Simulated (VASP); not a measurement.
# Na (Pm-3m) in VASP: single point with PBEsol

Aim: the single point of Na with PBEsol.

Program: VASP 6.6.1. These are calculated values, not measurements. Logs are shortened: lines on timing, memory, paths and dates and some standing lists are left out, and cuts for length are marked.

## (1) The cell of the first run

The structure is cubic, space group Pm-3m (No. 221). Conventional cell: a = 3.361 Å, b = 3.361 Å, c = 3.361 Å, α = 90.00°, β = 90.00°, γ = 90.00°. Within 4.4 Å of Na (site symmetry m-3m) lie 6 Na at 3.36 Å.

This isn't the form of Na at room conditions, which is bcc.

## (2) Single point, PBEsol

INCAR

```
ALGO = Normal
EDIFF = 1E-6
ENCUT = 520
GGA = PS
ISIF = 2
ISMEAR = 0
LASPH = True
LCHARG = True
LELF = True
LREAL = False
LVHAR = True
LWAVE = False
NBANDS = 10
NELM = 60
PREC = Accurate
SIGMA = 0.15
```

KPOINTS

```
k-points
0
Gamma
  18 18 18
```

POSCAR

```
Na
1.0
   -1.1204405758      2.2408811517      2.2408811517
    2.2408811517     -1.1204405758      2.2408811517
    2.2408811517      2.2408811517     -1.1204405758
Na
1
Direct
    0.0000000000      0.0000000000      0.0000000000
```

Potentials or basis: VASP PAW PBE potentials, release 64 (Na_pv).

The run is started by

```console
$ cat potpaw_PBE.64/Na_pv/POTCAR > POTCAR
$ mpirun -np 1 vasp_std > vasp.out
```

OUTCAR:

```text
EDIFF = 1E-6
   ENCUT = 520
   GGA = PS
   ISIF = 2
   ISMEAR = 0
   LASPH = True
   LREAL = False
   NELM = 60
   PREC = Accurate

 ion  position               nearest neighbor table
   1  0.000  0.000  0.000-

  LATTYP: Found a simple cubic cell.
 ALAT       =     3.3613217275

  Lattice vectors:

 A1 = (  -1.1204405758,   2.2408811517,   2.2408811517)
 A2 = (   2.2408811517,  -1.1204405758,   2.2408811517)
 A3 = (   2.2408811517,   2.2408811517,  -1.1204405758)

Analysis of symmetry for initial positions (statically):
=====================================================================
 Subroutine PRICEL returns:
 Original cell was already a primitive cell.

 Routine SETGRP: Setting up the symmetry group for a
 simple cubic supercell.

 Subroutine GETGRP returns: Found 48 space group operations
 (whereof 48 operations were pure point group operations)
 out of a pool of 48 trial point group operations.

The static configuration has the point symmetry O_h .

Analysis of symmetry for dynamics (positions and initial velocities):
=====================================================================
 Subroutine PRICEL returns:
 Original cell was already a primitive cell.

 Routine SETGRP: Setting up the symmetry group for a
 simple cubic supercell.

 Subroutine GETGRP returns: Found 48 space group operations
 (whereof 48 operations were pure point group operations)
 out of a pool of 48 trial point group operations.

The dynamic configuration has the point symmetry O_h .

 Subroutine INISYM returns: Found 48 space group operations
 (whereof 48 operations are pure point group operations),
 and found     1 'primitive' translations

----------------------------------------------------------------------------------------

                                     Primitive cell

  volume of cell :      37.9778

  direct lattice vectors                    reciprocal lattice vectors
    -1.120440576  2.240881152  2.240881152    -0.099167340  0.198334679  0.198334679
     2.240881152 -1.120440576  2.240881152     0.198334679 -0.099167340  0.198334679
     2.240881152  2.240881152 -1.120440576     0.198334679  0.198334679 -0.099167340

  length of vectors
     3.361321728  3.361321728  3.361321728     0.297502019  0.297502019  0.297502019

  position of ions in fractional coordinates (direct lattice)
     0.000000000  0.000000000  0.000000000

  ion indices of the primitive-cell ions
   primitive index   ion index
                 1           1

----------------------------------------------------------------------------------------

 KPOINTS: k-points

Automatic generation of k-mesh.
 Grid dimensions read from file:
 generate k-points for:   18   18   18

 Generating k-lattice:

  Cartesian coordinates                     Fractional coordinates (reciprocal lattice)
    -0.005509297  0.011018593  0.011018593     0.055555556  0.000000000 -0.000000000
     0.011018593 -0.005509297  0.011018593     0.000000000  0.055555556 -0.000000000
     0.011018593  0.011018593 -0.005509297    -0.000000000 -0.000000000  0.055555556

  Length of vectors
     0.016527890  0.016527890  0.016527890

  Shift w.r.t. Gamma in fractional coordinates (k-lattice)
     0.000000000  0.000000000  0.000000000

 Subroutine IBZKPT returns following result:
 ===========================================

 Found    220 irreducible k-points:

 Following reciprocal coordinates:
            Coordinates               Weight
  0.000000  0.000000  0.000000      1.000000
  0.055556  0.000000  0.000000      6.000000
  0.111111  0.000000  0.000000      6.000000
  0.166667  0.000000  0.000000      6.000000
  0.222222  0.000000  0.000000      6.000000
  0.277778 -0.000000 -0.000000      6.000000
[... 16 lines left out ...]
  0.277778  0.111111  0.000000     24.000000
  0.333333  0.111111  0.000000     24.000000
 [... further k-points ...]
   k-points           NKPTS =    220   k-points in BZ     NKDIM =    220   number of bands    NBANDS=     10
   number of dos      NEDOS =    301   number of ions     NIONS =      1
   total plane-waves  NPLWV =  21952
   dimension x,y,z NGX =    28 NGY =   28 NGZ =   28
   dimension x,y,z NGXF=    56 NGYF=   56 NGZF=   56
   ions per type =               1
   NGX,Y,Z   is equivalent  to a cutoff of  13.85, 13.85, 13.85 a.u.
   NGXF,Y,Z  is equivalent  to a cutoff of  27.70, 27.70, 27.70 a.u.
 SYSTEM =  unknown system
   PREC   = accura    normal or accurate (medium, high low for compatibility)
   ISTART =      0    job   : 0-new  1-cont  2-samecut
   ICHARG =      2    charge: 1-file 2-atom 10-const
   ISPIN  =      1    spin polarized calculation?
   LNONCOLLINEAR =      F non collinear calculations
   LSORBIT =      F    spin-orbit coupling
   LASPH  =      T    aspherical Exc in radial PAW
   ENCUT  =  520.0 eV  38.22 Ry    6.18 a.u.   6.25  6.25  6.25*2*pi/ulx,y,z
   NELM   =     60;   NELMIN=  2; NELMDL= -5     # of ELM steps
   EDIFF  = 0.1E-05   stopping-criterion for ELM
   LREAL  =      F    real-space projection
   EDIFFG = 0.1E-04   stopping-criterion for IOM
   NSW    =      0    number of steps for IOM
   IBRION =     -1    ionic relax: 0-MD 1-quasi-New 2-CG
   NFREE  =      0    steps in history (QN), initial steepest desc. (CG)
   ISIF   =      2    stress and relaxation
   ISYM   =      2    0-nonsym 1-usesym 2-fastsym
   POTIM  = 0.5000    time-step for ionic-motion
   TEBEG  =    0.0;   TEEND  =   0.0 temperature during run
   PSTRESS=    0.0 pullay stress
   NELECT =       7.0000    total number of electrons
   NUPDOWN=      -1.0000    fix difference up-down
   EMIN   =  10.00;   EMAX   =-10.00  energy-range for DOS
   EFERMI =   0.00;   METHOD = LEGACY
   ISMEAR =     0;   SIGMA  =   0.15  broadening in eV -4-tet -1-fermi 0-gaus
   EFERMI_NEDOS =   21; number of points for ismear=-14 and -15
   IALGO  =     38    algorithm
   IMIX   =      4    mixing-type and parameters
     AMIX     =   0.40;   BMIX     =  1.00
     AMIX_MAG =   1.60;   BMIX_MAG =  1.00
  volume/ion in A,a.u.               =      37.98       256.29
  Fermi-wavevector in a.u.,A,eV,Ry     =   0.931674  1.760609 11.810087  0.868017
  Thomas-Fermi vector in A             =   2.058192
   LORBIT       =      0    0 simple, 1 ext, 2 COOP (PROOUT), +10 PAW based schemes
   GGA     = PS    functional components
   LHFCALC =     F    Hartree Fock is set to
   AEXX    =    0.0000 exact exchange contribution
   IVDW    =     0    specifies the selected vdW correction
   LEPSILON=     F    determine dielectric tensor
   LRPA    =     F    only Hartree local field effects (RPA)
 non-spin polarized calculation
 Gauss-broadening in eV      SIGMA  =   0.15
  energy-cutoff  :      520.00
  volume of cell :       37.98
 maximum number of plane-waves:      1064
 NGX is ok and might be reduce to    28
   NGX = 13   NGY = 13   NGZ = 13

 number of electron       7.0000001 magnetization

 Free energy of the ion-electron system (eV)
  ---------------------------------------------------
  ext. energy  EPLUGINS =         0.00000000
  ---------------------------------------------------
  free energy    TOTEN  =        -1.28110573 eV

  energy without entropy =       -1.27603630  energy(sigma->0) =       -1.27857102

 E-fermi :   0.2562     XC(G=0):  -6.4326

 val. band max:        0.2407251825   @ k =   0.3889   0.2778   0.1111
 cond. band min:       0.2647060067   @ k =   0.5000   0.0000   0.0000
 fundamental gap:      0.0239808242
 Fermi energy:         0.2562210087

 k-point     1 :       0.0000    0.0000    0.0000
  band No.  band energies     occupation
      1     -24.7251      2.00000
      2     -24.7251      2.00000
      3     -24.7251      2.00000
      4      -2.9802      2.00000
      5       8.6487      0.00000
      6       8.6487      0.00000
      7      10.0349      0.00000
      8      10.0349      0.00000
      9      10.0349      0.00000
     10      13.0432      0.00000

 k-point     2 :       0.0556    0.0000    0.0000
  band No.  band energies     occupation
      1     -24.7268      2.00000
      2     -24.7250      2.00000
      3     -24.7250      2.00000
      4      -2.9377      2.00000
      5       8.0401      0.00000
      6       8.6875      0.00000
      7      10.0688      0.00000
      8      10.0688      0.00000
      9      10.4876      0.00000
     10      13.3020      0.00000

 k-point     3 :       0.1111    0.0000    0.0000
  band No.  band energies     occupation
      1     -24.7315      2.00000
      2     -24.7245      2.00000
      3     -24.7245      2.00000
      4      -2.8104      2.00000
      5       7.0005      0.00000
      6       8.8036      0.00000
      7      10.1704      0.00000
      8      10.1704      0.00000
      9      11.0720      0.00000
     10      14.0629      0.00000

 k-point     4 :       0.1667    0.0000    0.0000
  band No.  band energies     occupation
      1     -24.7389      2.00000
      2     -24.7239      2.00000
      3     -24.7239      2.00000
      4      -2.5988      2.00000
      5       5.9126      0.00000
      6       8.9958      0.00000
      7      10.3397      0.00000
      8      10.3397      0.00000
      9      11.5234      0.00000
     10      15.1973      0.00000
[... 222 lines left out ...]
 k-point    22 :       0.2222    0.1111    0.0000
  band No.  band energies     occupation
      1     -24.7472      2.00000
      2     -24.7295      2.00000
      3     -24.7226      2.00000
      4      -2.1363      2.00000
      5       4.9835      0.00000
      6       7.7386      0.00000
      7      10.7134      0.00000
      8      10.7319      0.00000
      9      13.5980      0.00000
     10      14.8351      0.00000

 k-point    23 :       0.2778    0.1111    0.0000
  band No.  band energies     occupation
      1     -24.7567      2.00000
      2     -24.7286      2.00000
      3     -24.7218      2.00000
      4      -1.7608      2.00000
      5       3.9762      0.00000
      6       8.0636      0.00000
      7      11.0110      0.00000
      8      11.0179      0.00000
      9      13.8974      0.00000
     10      14.0038      0.00000

 k-point    24 :       0.3333    0.1111    0.0000
  band No.  band energies     occupation
      1     -24.7656      2.00000
      2     -24.7278      2.00000
      3     -24.7211      2.00000
      4      -1.3052      2.00000
      5       3.0196      0.00000
      6       8.4679      0.00000
      7      11.2383      0.00000
      8      11.3874      0.00000
      9      13.1799      0.00000
     10      14.3210      0.00000

 [... further k-points ...]

------------------------ aborting loop because EDIFF is reached ----------------------------------------

  FORCE on cell =-STRESS in cart. coord.  units (eV):
  Direction    XX          YY          ZZ          XY          YZ          ZX
  --------------------------------------------------------------------------------------
  -------------------------------------------------------------------------------------
  Total        0.0291249      0.0291249      0.0291249      0.0000000      0.0000000      0.0000000
  in kB        1.2286986      1.2286986      1.2286986      0.0000000      0.0000000      0.0000000
  external PRESSURE =       1.2286986 kB  Pullay stress =       0.0000000 kB

 VOLUME and BASIS-vectors are now :
 -----------------------------------------------------------------------------
  energy-cutoff  :      520.00
  volume of cell :       37.98
      direct lattice vectors                 reciprocal lattice vectors
    -1.120440576  2.240881152  2.240881152    -0.099167340  0.198334679  0.198334679
     2.240881152 -1.120440576  2.240881152     0.198334679 -0.099167340  0.198334679
     2.240881152  2.240881152 -1.120440576     0.198334679  0.198334679 -0.099167340

 POSITION                                       TOTAL-FORCE (eV/Angst)
 -----------------------------------------------------------------------------------
      0.00000      0.00000      0.00000         0.000000      0.000000     -0.000000
 -----------------------------------------------------------------------------------
    total drift:                               -0.000000     -0.000000     -0.000000

  FREE ENERGIE OF THE ION-ELECTRON SYSTEM (eV)
  ---------------------------------------------------
  free  energy   TOTEN  =        -1.2811057299 eV

  energy  without entropy=       -1.2760363043  energy(sigma->0) =       -1.27857102
```

It took 25 s on 1 thread of Intel Xeon 6975P-C (Granite Rapids), shared host; peak memory 0.19 GiB.

What came out:

```yaml
Free_energy: -1.2811 eV
Pressure: 0.1 GPa
Band_gap_on_the_k_mesh: zero (an odd number of electrons rules out a gap without spin polarisation)
```

Caveat: the PAW data sets were made with another functional, which shifts forces and pressure a little.

The gap in the log of VASP goes by the Fermi energy; the results here count the filled bands.